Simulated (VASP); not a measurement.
Ag: electric field gradients with LDA

The system is Ag.

```
CELL_PARAMETERS angstrom
2.93000 0.00000 0.00000
-1.46500 2.53745 0.00000
0.00000 0.00000 4.74210
ATOMIC_POSITIONS crystal
Ag 0.33333 0.66667 0.25000
Ag 0.66667 0.33333 0.75000
```

This cell differs from its parent crystal: zz strain of -1 %.

```json
{
 "Program": "VASP 6.6.1",
 "Task": "electric field gradients",
 "Functional": "LDA",
 "Potentials or basis": "VASP PAW LDA potentials, release 64 (Ag)",
 "Cutoff": "520 eV",
 "k mesh": "14 × 14 × 8",
 "Occupations": "fermi-dirac, width 0.05 eV",
 "Spin": "no spin polarisation",
 "Dipole correction": "no",
 "Further INCAR settings": "ALGO = Normal; EDIFF = 1e-08; NBANDS = 18"
}
```

```
Pressure                                : -9.7 GPa
Band gap on the k mesh                  : zero (bands 11 and 12 overlap by 6.87 eV)
Largest electric field gradient by atom : Ag +2.0 V/Å²
```

Stress tensor (GPa, compression positive):
```
-9.81  0.00  0.00
 0.00 -9.81  0.00
 0.00  0.00 -9.39
```

Levels at points of the mesh, in eV from the Fermi level:
```tsv
k point	band 8	band 9	band 10	band 11	band 12	band 13	band 14	band 15
(0.00, 0.00, 0.00)	-3.98	-3.98	-2.98	-2.98	-0.23	3.54	15.57	17.64
(0.50, 0.00, 0.00)	-2.88	-2.78	-2.73	0.13	1.45	6.76	7.05	9.11
(0.00, 0.00, 0.50)	-4.35	-3.28	-3.28	-3.28	-3.28	11.11	11.11	15.89
(0.50, 0.00, 0.50)	-3.03	-2.79	-2.79	0.80	0.80	4.39	4.39	13.24
```

Electric field gradients, principal values (V/Å²):
| atom | least | middle | greatest (by size) |
| --- | --- | --- | --- |
| 1 Ag | -0.996 | -0.998 | 1.995 |
| 2 Ag | -0.996 | -0.998 | 1.995 |

Run time: 76 s on 1 thread of Intel Xeon 8259CL, on a shared host, peak memory 0.18 GiB.

Caveat: the cell differs from its parent crystal (zz strain of -1 %); the cell stands under tension; without QUAD_EFG the Cq values of the log hold for a quadrupole moment of 1 mb, not for the nuclei.
